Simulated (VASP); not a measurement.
## Be: single point with PBE

Crystal: Be.

```xyz
2
Lattice="2.2853 0.0000 0.0000 -1.1426 1.9791 0.0000 0.0000 0.0000 3.5842" Properties=species:S:1:pos:R:3 pbc="T T T"
Be    1.1861    0.6698    2.6888
Be   -0.0251    1.2998    0.9267
```

```json
{"Program": "VASP 6.6.1", "Task": "single point", "Functional": "PBE", "Potentials or basis": "VASP PAW PBE potentials, release 64 (Be)", "Cutoff": "520 eV", "k mesh": "22 × 22 × 12", "Occupations": "methfessel-paxton, width 0.05 eV", "Spin": "no spin polarisation", "Dipole correction": "no", "Further INCAR settings": "ALGO = Fast; EDIFF = 1e-06; NBANDS = 9"}
```

```json
{
 "Pressure": "-2.6 GPa",
 "Largest force": "0.364 eV/Å",
 "Band gap on the k mesh": "zero (band 2 reaches 8.02 eV, above the bottom of band 3 at 6.01 eV)"
}
```

Forces in eV/Å, atoms in the order of the input:
```
Be  -0.257 -0.120  0.228
Be   0.257  0.120 -0.228
```

Stress tensor (GPa, compression positive):
```
-2.83  1.29 -0.30
 1.29 -3.85 -0.14
-0.30 -0.14 -1.02
```

Levels at points of the mesh, in eV from the Fermi level:
```csv
k point,band 1,band 2,band 3,band 4,band 5,band 6
"(0.00, 0.00, 0.00)",-11.40,-4.50,0.90,15.20,15.67,17.86
"(0.50, 0.00, 0.00)",-4.99,-3.57,3.69,5.79,6.94,9.00
"(0.00, 0.50, 0.00)",-5.17,-3.21,3.27,6.26,6.41,9.01
"(0.50, 0.50, 0.00)",-5.19,-3.16,3.22,6.16,6.49,9.00
"(0.00, 0.00, 0.50)",-9.31,-9.18,10.17,10.69,16.89,17.01
"(0.50, 0.00, 0.50)",-3.86,-3.80,1.47,1.49,11.42,11.73
"(0.00, 0.50, 0.50)",-3.76,-3.67,1.20,1.23,11.39,11.70
"(0.50, 0.50, 0.50)",-3.74,-3.64,1.16,1.19,11.39,11.70
```

It took 6.9 min on 1 thread of Oxide Virtual Turin-like Processor (shared host), peak memory 0.41 GiB.
